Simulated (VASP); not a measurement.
Input of a VASP 6.6.1 run:

INCAR

```
SYSTEM = CoO
  PREC = Accurate
  ENCUT = 520
  EDIFF = 1E-6
  ISMEAR = 0
  SIGMA = 0.019000000000000003
  LREAL = .False.
  LASPH = .True.
  NELM = 150
  ALGO = Normal
  ISIF = 2
  LWAVE = .False.
  LCHARG = .False.
  ISPIN = 2
  MAGMOM = 2 0
  LORBIT = 11
  LMAXMIX = 4
  GGA = PE
  NBANDS = 18
```

File KPOINTS:

```
regular mesh
0
Gamma
  10 10 10
  0 0 0
```

The input POSCAR:

```
CoO
1.0
    0.0000000000      2.3436418400      2.3436418400
    2.3436418400      0.0000000000      2.3436418400
    2.3436418400      2.3436418400      0.0000000000
Co O
1 1
Direct
    0.0000000000      0.0000000000      0.0000000000
    0.2500000000      0.2500000000      0.2500000000
```

Potentials or basis: VASP PAW PBE potentials, release 64 (Co, O).

Command:

```console
$ cat potpaw_PBE.64/Co/POTCAR potpaw_PBE.64/O/POTCAR > POTCAR
$ mpirun -np 1 vasp_std > vasp.out
```

Problem. Estimate the site moments.

Solution. Co +2.55; O +0.32 μB.

Problem. What does it give for the pressure?

Solution. -12.2 GPa.

Problem. Predict the net moment.

Solution. 2.98 μB per cell.

Caveat: a cell with one magnetic atom can't hold antiferromagnetic order, which such compounds often take.
